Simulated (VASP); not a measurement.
A run of VASP 6.6.1 is set up as follows.

Contents of INCAR:

```
SYSTEM = W
  PREC = Accurate
  ENCUT = 520
  EDIFF = 1E-7
  ISMEAR = 0
  SIGMA = 0.1
  LREAL = Auto
  LASPH = .True.
  NELM = 60
  ALGO = Normal
  ISIF = 2
  LWAVE = .False.
  LCHARG = .False.
  GGA = PE
  IVDW = 12
  NBANDS = 118
```

The input KPOINTS:

```
Automatic mesh
0
Gamma
  3 3 3
  0 0 0
```

File POSCAR:

```
W
1.0
    6.3200000000      0.0000000000      0.0000000000
    0.0000000000      6.3200000000      0.0000000000
    0.0000000000      0.0000000000      6.3200000000
W
15
Direct
    0.1864780063     -0.1866655063     -0.1862566456
    0.5066613924      0.0057025316      0.0061137658
   -0.0058946203      0.4931482595      0.0061128165
   -0.0058931962      0.0057014241      0.4935591772
    0.2508882911      0.2466757911      0.2470859177
    0.4972818038      0.5025280063      0.0001662975
    0.4972795886     -0.0002444620      0.5029387658
    0.7538764241      0.2459305380      0.2463425633
    0.0000517405      0.5025267405      0.5029386076
    0.2528193038      0.7469871835      0.2556541139
    0.2528212025      0.2552460443      0.7473977848
    0.4972022152      0.5026049051      0.5030151899
    0.7531310127      0.7489186709      0.2470879747
    0.7531329114      0.2466751582      0.7493310127
    0.7445634494      0.7469868671      0.7473982595
```

Potentials or basis: VASP PAW PBE potentials, release 64 (W_sv).

Launch:

```bash
$ cat potpaw_PBE.64/W_sv/POTCAR > POTCAR
$ mpirun -np 1 vasp_std > vasp.out
```

Predict the pressure.

-6.0 GPa.

Estimate the largest force.

2.221 eV/Å.

Estimate the dispersion energy per atom.

-0.654 eV.

Estimate the band gap on the k mesh.

zero (band 105 reaches 10.33 eV, above the bottom of band 106 at 10.14 eV).

Forces in eV/Å, atoms in the order of the input:
```
W    1.282 -1.282 -1.282
W   -0.111  0.163  0.163
W   -0.163  0.111  0.163
W   -0.163  0.163  0.111
W   -0.067  0.100  0.100
W   -0.025  0.025  0.113
W   -0.025  0.113  0.025
W    0.012 -0.012 -0.012
W   -0.113  0.025  0.025
W   -0.126  0.126  0.045
W   -0.126  0.045  0.126
W   -0.133  0.133  0.133
W   -0.100  0.067  0.100
W   -0.100  0.100  0.067
W   -0.045  0.126  0.126
```

Caveat: spin-orbit coupling is left out, which moves the levels of the heavy elements.
